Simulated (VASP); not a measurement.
# W (Im-3m) in VASP: notebook

W is run at these levels: PBE; tasks: relaxation of cell and atoms.

Everything below comes from runs of VASP 6.6.1. Logs are shortened: lines on timing, memory, paths and dates and some standing lists are left out, and cuts for length are marked.

## Step 1: The cell of the first run

The structure is cubic, space group Im-3m (No. 229). Conventional cell: a = 3.154 Å, b = 3.154 Å, c = 3.154 Å, α = 90.00°, β = 90.00°, γ = 90.00°. Within 3.6 Å of W (site symmetry m-3m) lie 14 W at 2.73 to 3.15 Å.

## Step 2: Relaxation of cell and atoms, PBE, target pressure 3 GPa, at which the enthalpy is minimised

Input file INCAR:

```
ALGO = Fast ; EDIFF = 1E-6
EDIFFG = -0.008 ; ENCUT = 600
GGA = PE ; IBRION = 2
ISIF = 3 ; ISMEAR = 0
LASPH = T ; LCHARG = F
LREAL = F ; LWAVE = F
NELM = 80 ; NSW = 70
PREC = Accurate ; PSTRESS = 30.0
SIGMA = 0.1
```

Input file KPOINTS:

```
k-points
0
Gamma
  18 18 18
```

Input file POSCAR:

```
W
1.0
   -1.5768456183      1.5768456183      1.5768456183
    1.5768456183     -1.5768456183      1.5768456183
    1.5768456183      1.5768456183     -1.5768456183
W
1
Direct
    0.0000000000      0.0000000000      0.0000000000
```

Potentials or basis: VASP PAW PBE potentials, release 64 (W_sv).

Launch:

```sh
$ cat potpaw_PBE.64/W_sv/POTCAR > POTCAR
$ mpirun -np 1 vasp_std > vasp.out
```

OUTCAR:

```text
EDIFF = 1E-6
   EDIFFG = -0.008
   ENCUT = 600
   GGA = PE
   IBRION = 2
   ISIF = 3
   ISMEAR = 0
   LASPH = T
   LREAL = F
   NELM = 80
   NSW = 70
   PREC = Accurate
   PSTRESS = 30.0

 ion  position               nearest neighbor table
   1  0.000  0.000  0.000-

  LATTYP: Found a body centered cubic cell.
 ALAT       =     3.1536912366

  Lattice vectors:

 A1 = (  -1.5768456183,   1.5768456183,   1.5768456183)
 A2 = (   1.5768456183,  -1.5768456183,   1.5768456183)
 A3 = (   1.5768456183,   1.5768456183,  -1.5768456183)

Analysis of symmetry for initial positions (statically):
=====================================================================
 Subroutine PRICEL returns:
 Original cell was already a primitive cell.

 Routine SETGRP: Setting up the symmetry group for a
 body centered cubic supercell.

 Subroutine GETGRP returns: Found 48 space group operations
 (whereof 48 operations were pure point group operations)
 out of a pool of 48 trial point group operations.

The static configuration has the point symmetry O_h .

Analysis of symmetry for dynamics (positions and initial velocities):
=====================================================================
 Subroutine PRICEL returns:
 Original cell was already a primitive cell.

 Routine SETGRP: Setting up the symmetry group for a
 body centered cubic supercell.

 Subroutine GETGRP returns: Found 48 space group operations
 (whereof 48 operations were pure point group operations)
 out of a pool of 48 trial point group operations.

The dynamic configuration has the point symmetry O_h .

 Subroutine INISYM returns: Found 48 space group operations
 (whereof 48 operations are pure point group operations),
 and found     1 'primitive' translations

----------------------------------------------------------------------------------------

                                     Primitive cell

  volume of cell :      15.6829

  direct lattice vectors                    reciprocal lattice vectors
    -1.576845618  1.576845618  1.576845618     0.000000000  0.317088746  0.317088746
     1.576845618 -1.576845618  1.576845618     0.317088746  0.000000000  0.317088746
     1.576845618  1.576845618 -1.576845618     0.317088746  0.317088746  0.000000000

  length of vectors
     2.731176727  2.731176727  2.731176727     0.448431205  0.448431205  0.448431205

  position of ions in fractional coordinates (direct lattice)
     0.000000000  0.000000000  0.000000000

  ion indices of the primitive-cell ions
   primitive index   ion index
                 1           1

----------------------------------------------------------------------------------------

 KPOINTS: k-points

Automatic generation of k-mesh.
 Grid dimensions read from file:
 generate k-points for:   18   18   18

 Generating k-lattice:

  Cartesian coordinates                     Fractional coordinates (reciprocal lattice)
     0.000000000  0.017616041  0.017616041     0.055555556  0.000000000  0.000000000
     0.017616041  0.000000000  0.017616041     0.000000000  0.055555556  0.000000000
     0.017616041  0.017616041  0.000000000     0.000000000  0.000000000  0.055555556

  Length of vectors
     0.024912845  0.024912845  0.024912845

  Shift w.r.t. Gamma in fractional coordinates (k-lattice)
     0.000000000  0.000000000  0.000000000

 Subroutine IBZKPT returns following result:
 ===========================================

 Found    195 irreducible k-points:

 Following reciprocal coordinates:
            Coordinates               Weight
  0.000000  0.000000  0.000000      1.000000
  0.055556  0.000000  0.000000     12.000000
  0.111111  0.000000  0.000000     12.000000
  0.166667  0.000000  0.000000     12.000000
  0.222222  0.000000  0.000000     12.000000
  0.277778  0.000000  0.000000     12.000000
[... 16 lines left out ...]
  0.333333  0.111111  0.000000     48.000000
  0.388889  0.111111  0.000000     48.000000
 [... further k-points ...]
   k-points           NKPTS =    195   k-points in BZ     NKDIM =    195   number of bands    NBANDS=     11
   number of dos      NEDOS =    301   number of ions     NIONS =      1
   total plane-waves  NPLWV =  13824
   dimension x,y,z NGX =    24 NGY =   24 NGZ =   24
   dimension x,y,z NGXF=    48 NGYF=   48 NGZF=   48
   ions per type =               1
   NGX,Y,Z   is equivalent  to a cutoff of  14.61, 14.61, 14.61 a.u.
   NGXF,Y,Z  is equivalent  to a cutoff of  29.22, 29.22, 29.22 a.u.
 SYSTEM =  unknown system
   PREC   = accura    normal or accurate (medium, high low for compatibility)
   ISTART =      0    job   : 0-new  1-cont  2-samecut
   ICHARG =      2    charge: 1-file 2-atom 10-const
   ISPIN  =      1    spin polarized calculation?
   LNONCOLLINEAR =      F non collinear calculations
   LSORBIT =      F    spin-orbit coupling
   LASPH  =      T    aspherical Exc in radial PAW
   ENCUT  =  600.0 eV  44.10 Ry    6.64 a.u.   5.45  5.45  5.45*2*pi/ulx,y,z
   NELM   =     80;   NELMIN=  2; NELMDL= -5     # of ELM steps
   EDIFF  = 0.1E-05   stopping-criterion for ELM
   LREAL  =      F    real-space projection
   EDIFFG = -.8E-02   stopping-criterion for IOM
   NSW    =     70    number of steps for IOM
   IBRION =      2    ionic relax: 0-MD 1-quasi-New 2-CG
   NFREE  =      1    steps in history (QN), initial steepest desc. (CG)
   ISIF   =      3    stress and relaxation
   ISYM   =      2    0-nonsym 1-usesym 2-fastsym
   POTIM  = 0.5000    time-step for ionic-motion
   TEBEG  =    0.0;   TEEND  =   0.0 temperature during run
   PSTRESS=   30.0 pullay stress
   NELECT =      14.0000    total number of electrons
   NUPDOWN=      -1.0000    fix difference up-down
   EMIN   =  10.00;   EMAX   =-10.00  energy-range for DOS
   EFERMI =   0.00;   METHOD = LEGACY
   ISMEAR =     0;   SIGMA  =   0.10  broadening in eV -4-tet -1-fermi 0-gaus
   EFERMI_NEDOS =   21; number of points for ismear=-14 and -15
   IALGO  =     68    algorithm
   IMIX   =      4    mixing-type and parameters
     AMIX     =   0.40;   BMIX     =  1.00
     AMIX_MAG =   1.60;   BMIX_MAG =  1.00
  volume/ion in A,a.u.               =      15.68       105.83
  Fermi-wavevector in a.u.,A,eV,Ry     =   1.576310  2.978794 33.807126  2.484754
  Thomas-Fermi vector in A             =   2.677162
   LORBIT       =      0    0 simple, 1 ext, 2 COOP (PROOUT), +10 PAW based schemes
   GGA     = PE    functional components
   LHFCALC =     F    Hartree Fock is set to
   AEXX    =    0.0000 exact exchange contribution
   IVDW    =     0    specifies the selected vdW correction
   LEPSILON=     F    determine dielectric tensor
   LRPA    =     F    only Hartree local field effects (RPA)
 conjugate gradient relaxation of ions
 non-spin polarized calculation
 RMM-DIIS sequential band-by-band and
 Gauss-broadening in eV      SIGMA  =   0.10
  energy-cutoff  :      600.00
  volume of cell :       15.68
 maximum number of plane-waves:       539
 NGX is ok and might be reduce to    24
   NGX = 11   NGY = 11   NGZ = 11

--------------------------------------- Ionic step        1  -------------------------------------------

 number of electron      14.0000001 magnetization

 Free energy of the ion-electron system (eV)
  ---------------------------------------------------
  ext. energy  EPLUGINS =         0.00000000
  ---------------------------------------------------
  free energy    TOTEN  =       -12.93699771 eV

  energy without entropy =      -12.93357834  energy(sigma->0) =      -12.93528803

------------------------ aborting loop because EDIFF is reached ----------------------------------------

  FORCE on cell =-STRESS in cart. coord.  units (eV):
  Direction    XX          YY          ZZ          XY          YZ          ZX
  --------------------------------------------------------------------------------------
  -------------------------------------------------------------------------------------
  Total        0.9687302      0.9687302      0.9687302     -0.0000000      0.0000000      0.0000000
  in kB       98.9659766     98.9659766     98.9659766     -0.0000000      0.0000000      0.0000000
  external PRESSURE =      68.9659766 kB  Pullay stress =      30.0000000 kB
[... 96 lines left out ...]
  enthalpy is  TOTEN    =       -12.6501294370 eV   P V=        0.2999648520

--------------------------------------- Ionic step        4  -------------------------------------------

 number of electron      14.0000002 magnetization

 Free energy of the ion-electron system (eV)
  ---------------------------------------------------
  ext. energy  EPLUGINS =         0.00000000
  ---------------------------------------------------
  free energy    TOTEN  =       -12.94983605 eV

  energy without entropy =      -12.94631269  energy(sigma->0) =      -12.94807437

 E-fermi :  11.3022     XC(G=0): -13.5854

 val. band max:       11.2983268323   @ k =  -0.2778   0.3333   0.2222
 cond. band min:      11.3139759885   @ k =   0.5000   0.5000   0.2222
 fundamental gap:      0.0156491562
 Fermi energy:        11.3021668813

 k-point     1 :       0.0000    0.0000    0.0000
  band No.  band energies     occupation
      1     -62.8877      2.00000
      2     -26.4641      2.00000
      3     -26.4641      2.00000
      4     -26.4641      2.00000
      5       1.7205      2.00000
      6      10.0934      2.00000
      7      10.0934      2.00000
      8      10.0934      2.00000
      9      13.5447      0.00000
     10      13.5447      0.00000
     11      25.7989      0.00000
[... 309 lines left out ...]
 k-point    24 :       0.3889    0.1111    0.0000
  band No.  band energies     occupation
      1     -62.7590      2.00000
      2     -27.6344      2.00000
      3     -26.9040      2.00000
      4     -26.5259      2.00000
      5       5.5241      2.00000
      6       7.9338      2.00000
      7      10.7010      2.00000
      8      13.3125      0.00000
      9      14.6234      0.00000
     10      17.6496      0.00000
     11      22.0927      0.00000

 [... further k-points ...]
[... 5 lines left out ...]
  --------------------------------------------------------------------------------------
  -------------------------------------------------------------------------------------
  Total        0.3063514      0.3063514      0.3063514      0.0000000     -0.0000000      0.0000000
  in kB       30.6661573     30.6661573     30.6661573      0.0000000     -0.0000000      0.0000000
  external PRESSURE =       0.6661573 kB  Pullay stress =      30.0000000 kB
[... 16 lines left out ...]
  FREE ENERGIE OF THE ION-ELECTRON SYSTEM (eV)
  ---------------------------------------------------
  free  energy   TOTEN  =       -12.9498360500 eV

  energy  without entropy=      -12.9463126938  energy(sigma->0) =      -12.94807437

  enthalpy is  TOTEN    =       -12.6501394917 eV   P V=        0.2996965583

 reached required accuracy - stopping structural energy minimisation
```

Wall time 2.4 min (1 thread of AMD EPYC 7R13 (Zen 3), shared host); peak memory 0.15 GiB.

Results:

```yaml
Free_energy: -12.9498 eV
Relaxed_volume: 16.01 Å³/atom
Relaxed_cell: a = 2.750 Å, b = 2.750 Å, c = 2.750 Å, α = 109.47°, β = 109.47°, γ = 109.47°
Space_group_after_relaxing_to_0.05_Å: Im-3m (No. 229)
Energy_change_on_relaxing_the_enthalpy_is_what_falls: -12.8 meV/atom
Ionic_steps: 4
Pressure_after_relaxing: 3.1 GPa
Band_gap_on_the_k_mesh: zero (band 7 reaches 16.40 eV, above the bottom of band 8 at 10.09 eV)
```

The path:
```tsv
step	energy change (eV)	largest force (eV/Å)	pressure (GPa)	volume (Å³)
1	0.0000	0.0000	9.90	15.68
2	0.0498	0.0000	-17.55	17.27
3	-0.0131	0.0000	2.70	16.02
4	-0.0128	0.0000	3.07	16.01
```

Final structure:
```yaml
crystal:
  lattice:
    - [-1.58759, 1.58759, 1.58759]
    - [1.58759, -1.58759, 1.58759]
    - [1.58759, 1.58759, -1.58759]
  atoms:
    - { symbol: W, position: [0.00000, 0.00000, 0.00000] }
```

Caveat: the cell is relaxed towards a set pressure, so the enthalpy falls and the energy may rise; spin-orbit coupling is left out, which moves the levels of the heavy elements.

## Step 3: Relaxation of cell and atoms, PBE, target pressure 8 GPa, at which the enthalpy is minimised

This run uses another cell than the first one, of 15.73 Å³/atom, 1.003 times its volume.

Input file INCAR:

```
  PREC = Accurate
  ENCUT = 600
  EDIFF = 1E-6
  ISMEAR = 0
  SIGMA = 0.1
  LREAL = F
  LASPH = T
  NELM = 60
  ALGO = Normal
  ISIF = 3
  LWAVE = F
  LCHARG = F
  GGA = PE
  IBRION = 2
  NSW = 70
  EDIFFG = -0.008
  PSTRESS = 80.0
```

Input file KPOINTS:

```
regular mesh
0
Gamma
  18 18 18
```

Input file POSCAR:

```
W
1.0
   -1.5784845524      1.5784845524      1.5784845524
    1.5784845524     -1.5784845524      1.5784845524
    1.5784845524      1.5784845524     -1.5784845524
W
1
Direct
    0.0000000000      0.0000000000      0.0000000000
```

Potentials or basis: VASP PAW PBE potentials, release 64 (W_sv).

Launch:

```sh
$ cat potpaw_PBE.64/W_sv/POTCAR > POTCAR
$ mpirun -np 1 vasp_std > vasp.out
```

Run time: 84 s. Hardware: 1 thread of AMD EPYC 7R13 (Zen 3), shared host; peak memory 0.14 GiB.

It converged, with:

| Property | Result |
| --- | --- |
| Free energy | -12.9417 eV |
| Relaxed volume | 15.77 Å³/atom |
| Relaxed cell | a = 2.736 Å, b = 2.736 Å, c = 2.736 Å, α = 109.47°, β = 109.47°, γ = 109.47° |
| Space group after relaxing (to 0.05 Å) | Im-3m (No. 229) |
| Energy change on relaxing (the enthalpy is what falls) | -1.8 meV/atom |
| Ionic steps | 3 |
| Pressure after relaxing | 8.0 GPa |
| Band gap on the k mesh | zero (band 7 reaches 16.73 eV, above the bottom of band 8 at 10.29 eV) |

The path:
```
step  energy change (eV)  largest force (eV/Å)  pressure (GPa)  volume (Å³)
   1              0.0000                0.0000            8.76        15.73
   2             -0.0074                0.0000            5.14        15.90
   3             -0.0018                0.0000            8.01        15.77
```

Final structure:
```xyz
1
Lattice="-1.5796 1.5796 1.5796 1.5796 -1.5796 1.5796 1.5796 1.5796 -1.5796" Properties=species:S:1:pos:R:3 pbc="T T T"
W     0.0000    0.0000    0.0000
```

Levels at points of the mesh, in eV from the Fermi level:
```tsv
k point	band 3	band 4	band 5	band 6	band 7	band 8	band 9	band 10	band 11
(0.00, 0.00, 0.00)	-37.72	-37.72	-9.66	-1.23	-1.23	-1.23	2.28	2.28	14.53
(0.50, 0.00, 0.00)	-38.15	-37.73	-6.31	-3.59	0.70	2.18	3.16	6.21	11.18
(0.50, 0.50, 0.50)	-38.64	-38.64	-5.87	-5.87	5.21	5.21	5.21	8.29	8.29
```

Caveat: the cell is relaxed towards a set pressure, so the enthalpy falls and the energy may rise; spin-orbit coupling is left out, which moves the levels of the heavy elements.
